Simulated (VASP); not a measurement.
# KNbO3 (Pm-3m) in VASP: single point with r2SCAN+U

Aim: the single point of KNbO3 with r2SCAN+U.

Program: VASP 6.6.1. These are calculated values, not measurements. Logs are shortened: lines on timing, memory, paths and dates and some standing lists are left out, and cuts for length are marked.

## 1. The cell of the first run

It takes space group Pm-3m (No. 221, cubic). Conventional cell: a = 4.102 Å, b = 4.102 Å, c = 4.102 Å, α = 90.00°, β = 90.00°, γ = 90.00°. Within 3.8 Å of K (site symmetry m-3m) lie 12 O at 2.90 Å and 8 Nb at 3.55 Å. Within 2.7 Å of Nb (site symmetry m-3m) lie 6 O at 2.05 Å. O (site symmetry 4/mmm) has 2 Nb at 2.05 Å within 2.7 Å.

## 2. Single point, r2SCAN+U, non-collinear spin, typed start, spin-orbit coupling

POSCAR reads:

```
KNbO3
1.0
    4.1021220000      0.0000000000      0.0000000000
    0.0000000000      4.1021220000      0.0000000000
    0.0000000000      0.0000000000      4.1021220000
K Nb O
1 1 3
Direct
    0.5000000000      0.5000000000      0.5000000000
    0.0000000000      0.0000000000      0.0000000000
    0.5000000000      0.0000000000      0.0000000000
    0.0000000000      0.5000000000      0.0000000000
    0.0000000000      0.0000000000      0.5000000000
```

INCAR.step1 reads:

```
PREC = Accurate ; ENCUT = 660
ISMEAR = -1 ; SIGMA = 0.1
LREAL = False ; LASPH = True
NELM = 200 ; MAGMOM = 0 0 0 0 0 1 0 0 0 0 0 0 0 0 0
LSORBIT = True ; GGA_COMPAT = False
LMAXMIX = 4 ; LDAU = True
LDAUTYPE = 2 ; LDAUL = -1 2 -1
LDAUU = 0 3.17 0 ; LDAUJ = 0 0 0
NBANDS = 55 ; GGA = PE
ALGO = Normal ; EDIFF = 1E-5
LWAVE = True ; LCHARG = False
```

INCAR.step2 reads:

```
PREC = Accurate ; ENCUT = 660
EDIFF = 1E-6 ; ISMEAR = -1
SIGMA = 0.1 ; LREAL = False
LASPH = True ; NELM = 200
ALGO = Normal ; ISIF = 2
LWAVE = False ; LCHARG = True
MAGMOM = 0 0 0 0 0 1 0 0 0 0 0 0 0 0 0 ; LORBIT = 11
LSORBIT = True ; GGA_COMPAT = False
LORBMOM = True ; LMAXMIX = 4
LDAU = True ; LDAUTYPE = 2
LDAUL = -1 2 -1 ; LDAUU = 0 3.17 0
LDAUJ = 0 0 0 ; LDAUPRINT = 1
METAGGA = R2SCAN ; LMIXTAU = True
LVHAR = True ; NBANDS = 55
ISTART = 1
```

KPOINTS reads:

```
Automatic mesh
0
Gamma
  6 6 6
```

Potentials or basis: VASP PAW PBE potentials, release 64 (K_sv, Nb_sv, O).

Started as:

```console
cat potpaw_PBE.64/K_sv/POTCAR potpaw_PBE.64/Nb_sv/POTCAR potpaw_PBE.64/O/POTCAR > POTCAR
cp INCAR.step1 INCAR
mpirun -np 1 vasp_ncl > vasp.out
cp INCAR.step2 INCAR
mpirun -np 1 vasp_ncl > vasp.out
```

OUTCAR:

```text
PREC = Accurate
   ENCUT = 660
   EDIFF = 1E-6
   ISMEAR = -1
   LREAL = False
   LASPH = True
   NELM = 200
   ISIF = 2
   LORBIT = 11
   LSORBIT = True
   METAGGA = R2SCAN
   ISTART = 1

 ion  position               nearest neighbor table
   1  0.500  0.500  0.500-
   2  0.000  0.000  0.000-   3 2.05   4 2.05   5 2.05   5 2.05   4 2.05   3 2.05
   3  0.500  0.000  0.000-   2 2.05   2 2.05
   4  0.000  0.500  0.000-   2 2.05   2 2.05
   5  0.000  0.000  0.500-   2 2.05   2 2.05

  LATTYP: Found a simple cubic cell.
 ALAT       =     4.1021220000

  Lattice vectors:

 A1 = (   4.1021220000,   0.0000000000,   0.0000000000)
 A2 = (   0.0000000000,   4.1021220000,   0.0000000000)
 A3 = (   0.0000000000,   0.0000000000,   4.1021220000)

Analysis of symmetry for initial positions (statically):
=====================================================================
 Subroutine PRICEL returns:
 Original cell was already a primitive cell.

 Routine SETGRP: Setting up the symmetry group for a
 simple cubic supercell.

 Subroutine GETGRP returns: Found 48 space group operations
 (whereof 48 operations were pure point group operations)
 out of a pool of 48 trial point group operations.

The static configuration has the point symmetry O_h .

Analysis of symmetry for dynamics (positions and initial velocities):
=====================================================================
 Subroutine PRICEL returns:
 Original cell was already a primitive cell.

 Routine SETGRP: Setting up the symmetry group for a
 simple cubic supercell.

 Subroutine GETGRP returns: Found 48 space group operations
 (whereof 48 operations were pure point group operations)
 out of a pool of 48 trial point group operations.

The dynamic configuration has the point symmetry O_h .

Analysis of structural, dynamic, and magnetic symmetry:
=====================================================================
 Subroutine PRICEL returns:
 Original cell was already a primitive cell.

 Routine SETGRP: Setting up the symmetry group for a
 simple cubic supercell.

 Subroutine GETGRP returns: Found  8 space group operations
 (whereof  8 operations were pure point group operations)
 out of a pool of 48 trial point group operations.

The overall configuration has the point symmetry C_4h.

 Subroutine INISYM returns: Found  8 space group operations
 (whereof  8 operations are pure point group operations),
 and found     1 'primitive' translations

----------------------------------------------------------------------------------------

                                     Primitive cell

  volume of cell :      69.0281

  direct lattice vectors                    reciprocal lattice vectors
     4.102122000  0.000000000  0.000000000     0.243776270  0.000000000  0.000000000
     0.000000000  4.102122000  0.000000000     0.000000000  0.243776270  0.000000000
     0.000000000  0.000000000  4.102122000     0.000000000  0.000000000  0.243776270

  length of vectors
     4.102122000  4.102122000  4.102122000     0.243776270  0.243776270  0.243776270

  position of ions in fractional coordinates (direct lattice)
     0.500000000  0.500000000  0.500000000
     0.000000000  0.000000000  0.000000000
     0.500000000  0.000000000  0.000000000
     0.000000000  0.500000000  0.000000000
     0.000000000  0.000000000  0.500000000

  ion indices of the primitive-cell ions
   primitive index   ion index
                 1           1
                 2           2
                 3           3
                 4           4
                 5           5

----------------------------------------------------------------------------------------

 KPOINTS: Automatic mesh

Automatic generation of k-mesh.
 Grid dimensions read from file:
 generate k-points for:    6    6    6

 Generating k-lattice:

  Cartesian coordinates                     Fractional coordinates (reciprocal lattice)
     0.040629378  0.000000000  0.000000000     0.166666667  0.000000000  0.000000000
[... 149 lines left out ...]
  o =  0.1225  v = -0.0000 -0.0000 -0.0097  0.0000 -0.0000 -0.0000  0.6591  0.0000  0.2554 -0.0000      0.0000  0.0000  0.0251 -0.0000  0.0000  0.0000  0.2554 -0.0000 -0.6591 -0.0000
  o =  0.2210  v = -0.0220 -0.0000 -0.0000 -0.0000 -0.0000 -0.0000  0.0110  0.0000 -0.0000 -0.0000      0.0000  0.0000  0.0000 -0.0000 -0.9996 -0.0000  0.0000  0.0000  0.0110  0.0000
  o =  0.2210  v = -0.0000  0.0000  0.9995 -0.0000 -0.0000  0.0000  0.0003  0.0000  0.0190 -0.0000      0.0000  0.0000 -0.0161  0.0000 -0.0000 -0.0000  0.0190 -0.0000 -0.0003 -0.0000
  o =  0.2210  v =  0.0000 -0.0190  0.0000 -0.0003  0.0000  0.0000  0.0000  0.0156  0.0000  0.0000      0.0000  0.0003 -0.0000 -0.0190  0.0000  0.0000  0.0000  0.9995 -0.0000 -0.0000
  o =  0.2210  v = -0.0000  0.0110 -0.0000  0.0000  0.0000  0.0220  0.0000 -0.0000 -0.0000  0.0003      0.0000  0.0000 -0.0000 -0.0110 -0.0000  0.0000 -0.0000 -0.0000 -0.0000 -0.9996

 number of electron      39.9999986 magnetization      -0.0000000     -0.0000000      0.0000000

 Free energy of the ion-electron system (eV)
  ---------------------------------------------------
  ext. energy  EPLUGINS =         0.00000000
  ---------------------------------------------------
  free energy    TOTEN  =       -60.38392015 eV

  energy without entropy =      -60.38391001  energy(sigma->0) =      -60.38391508

 E-fermi :   3.5696     XC(G=0): -11.0557

 val. band max:        2.4810623434   @ k =   0.5000   0.5000   0.5000
 cond. band min:       4.5502626014   @ k =   0.0000   0.0000   0.0000
 fundamental gap:      2.0692002579
 Fermi energy:         3.5696270743

 k-point     1 :       0.0000    0.0000    0.0000
  band No.  band energies     occupation
      1     -55.3330      1.00000
      2     -55.3330      1.00000
      3     -31.9041      1.00000
      4     -31.9041      1.00000
      5     -29.8234      1.00000
      6     -29.8234      1.00000
[... 1309 lines left out ...]
     51      10.7029      0.00000
     52      10.7029      0.00000

 [... further k-points ...]

 [bands above 52 left out]

------------------------ aborting loop because EDIFF is reached ----------------------------------------

  FORCE on cell =-STRESS in cart. coord.  units (eV):
  Direction    XX          YY          ZZ          XY          YZ          ZX
  --------------------------------------------------------------------------------------
  -------------------------------------------------------------------------------------
  Total       -4.8805438     -4.8805438     -4.8805217     -0.0000000     -0.0000000      0.0000000
  in kB     -113.2799572   -113.2799572   -113.2794458     -0.0000000     -0.0000000      0.0000000
  external PRESSURE =    -113.2797868 kB  Pullay stress =       0.0000000 kB

 VOLUME and BASIS-vectors are now :
 -----------------------------------------------------------------------------
  energy-cutoff  :      660.00
  volume of cell :       69.03
      direct lattice vectors                 reciprocal lattice vectors
     4.102122000  0.000000000  0.000000000     0.243776270  0.000000000  0.000000000
     0.000000000  4.102122000  0.000000000     0.000000000  0.243776270  0.000000000
     0.000000000  0.000000000  4.102122000     0.000000000  0.000000000  0.243776270

 POSITION                                       TOTAL-FORCE (eV/Angst)
 -----------------------------------------------------------------------------------
      2.05106      2.05106      2.05106         0.000000      0.000000      0.000000
      0.00000      0.00000      0.00000         0.000000      0.000000      0.000000
      2.05106      0.00000      0.00000         0.000000      0.000000      0.000000
      0.00000      2.05106      0.00000         0.000000      0.000000      0.000000
      0.00000      0.00000      2.05106         0.000000      0.000000      0.000000
 -----------------------------------------------------------------------------------
    total drift:                                0.000000     -0.000000      0.000000

  FREE ENERGIE OF THE ION-ELECTRON SYSTEM (eV)
  ---------------------------------------------------
  free  energy   TOTEN  =       -60.3839201514 eV

  energy  without entropy=      -60.3839100101  energy(sigma->0) =      -60.38391508

 orbital moment (x)

 # of ion     p       d       tot
 ----------------------------------------
  1        -0.000  -0.000  -0.000
  2         0.000  -0.000  -0.000
  3        -0.000   0.000  -0.000
  4        -0.000   0.000  -0.000
  5         0.000   0.000   0.000
 ----------------------------------------
           -0.000  -0.000  -0.000

 orbital moment (y)

 # of ion     p       d       tot
 ----------------------------------------
  1        -0.000   0.000  -0.000
  2         0.000  -0.000  -0.000
  3         0.000   0.000   0.000
  4         0.000   0.000   0.000
  5         0.000   0.000   0.000
 ----------------------------------------
           -0.000  -0.000  -0.000

 orbital moment (z)

 # of ion     p       d       tot
 ----------------------------------------
  1         0.000   0.000   0.000
  2        -0.000   0.000   0.000
  3         0.000   0.000   0.000
  4         0.000   0.000   0.000
  5        -0.000   0.000  -0.000
 ----------------------------------------
            0.000   0.000   0.000

 Spin-Orbit-Coupling matrix elements

 Ion:    1  E_soc:     -0.0071224
 l=   1
     0.0000000    -0.0011869    -0.0011869
    -0.0011869     0.0000000    -0.0011869
    -0.0011869    -0.0011869     0.0000000
 l=   2
     0.0000000    -0.0000000     0.0000000    -0.0000000    -0.0000001
    -0.0000000     0.0000000    -0.0000001    -0.0000000    -0.0000000
     0.0000000    -0.0000001     0.0000000    -0.0000001     0.0000000
    -0.0000000    -0.0000000    -0.0000001     0.0000000    -0.0000000
    -0.0000001    -0.0000000     0.0000000    -0.0000000     0.0000000
 l=   3
     0.0000000     0.0000000     0.0000000     0.0000000     0.0000000     0.0000000     0.0000000
     0.0000000     0.0000000     0.0000000     0.0000000     0.0000000     0.0000000     0.0000000
     0.0000000     0.0000000     0.0000000     0.0000000     0.0000000     0.0000000     0.0000000
     0.0000000     0.0000000     0.0000000     0.0000000     0.0000000     0.0000000     0.0000000
[... 69 lines left out ...]
 l=   2
     0.0000000     0.0000000     0.0000000     0.0000000     0.0000000
     0.0000000     0.0000000     0.0000000     0.0000000     0.0000000
     0.0000000     0.0000000     0.0000000     0.0000000     0.0000000
     0.0000000     0.0000000     0.0000000     0.0000000     0.0000000
     0.0000000     0.0000000     0.0000000     0.0000000     0.0000000
 l=   3
     0.0000000     0.0000000     0.0000000     0.0000000     0.0000000     0.0000000     0.0000000
     0.0000000     0.0000000     0.0000000     0.0000000     0.0000000     0.0000000     0.0000000
     0.0000000     0.0000000     0.0000000     0.0000000     0.0000000     0.0000000     0.0000000
     0.0000000     0.0000000     0.0000000     0.0000000     0.0000000     0.0000000     0.0000000
     0.0000000     0.0000000     0.0000000     0.0000000     0.0000000     0.0000000     0.0000000
     0.0000000     0.0000000     0.0000000     0.0000000     0.0000000     0.0000000     0.0000000
     0.0000000     0.0000000     0.0000000     0.0000000     0.0000000     0.0000000     0.0000000

 total charge

# of ion       s       p       d       tot
------------------------------------------
    1        1.960   5.693   0.036   7.689
    2        2.190   6.111   1.593   9.894
    3        1.562   3.497   0.000   5.059
    4        1.562   3.497   0.000   5.059
    5        1.562   3.497   0.000   5.059
--------------------------------------------------
tot          8.835  22.295   1.628  32.759

 magnetization (x)

# of ion       s       p       d       tot
------------------------------------------
    1        0.000   0.000   0.000   0.000
    2        0.000   0.000   0.000   0.000
    3        0.000   0.000   0.000   0.000
    4       -0.000   0.000   0.000  -0.000
    5        0.000   0.000   0.000   0.000
--------------------------------------------------
tot          0.000   0.000   0.000   0.000

 magnetization (y)

# of ion       s       p       d       tot
------------------------------------------
    1        0.000   0.000   0.000   0.000
    2       -0.000   0.000  -0.000  -0.000
    3        0.000   0.000   0.000   0.000
    4        0.000   0.000   0.000   0.000
    5        0.000   0.000   0.000   0.000
--------------------------------------------------
tot         -0.000   0.000  -0.000  -0.000

 magnetization (z)

# of ion       s       p       d       tot
------------------------------------------
    1       -0.000  -0.000  -0.000  -0.000
    2        0.000  -0.000  -0.000  -0.000
    3        0.000   0.000   0.000   0.000
    4        0.000   0.000   0.000   0.000
    5       -0.000   0.000   0.000   0.000
--------------------------------------------------
tot          0.000   0.000  -0.000   0.000
```

Wall time 69 min (1 thread of Intel Xeon 8259CL, shared host); peak memory 0.7 GiB.

What came out:

```
Free energy                                           : -60.3839 eV
Pressure                                              : -11.3 GPa
Net moment                                            : 0.00 μB per cell
Valence electrons inside the program's atomic spheres : K 7.69; Nb 9.89; O 5.06
```

Moments on the atoms (μB; x, y, z):
```
K   0.00 0.00 0.00
Nb  0.00 0.00 0.00
O   0.00 0.00 0.00
O   0.00 0.00 0.00
O   0.00 0.00 0.00
```

Caveat: the cell stands under tension; the PAW data sets were made with another functional, which shifts forces and pressure a little.
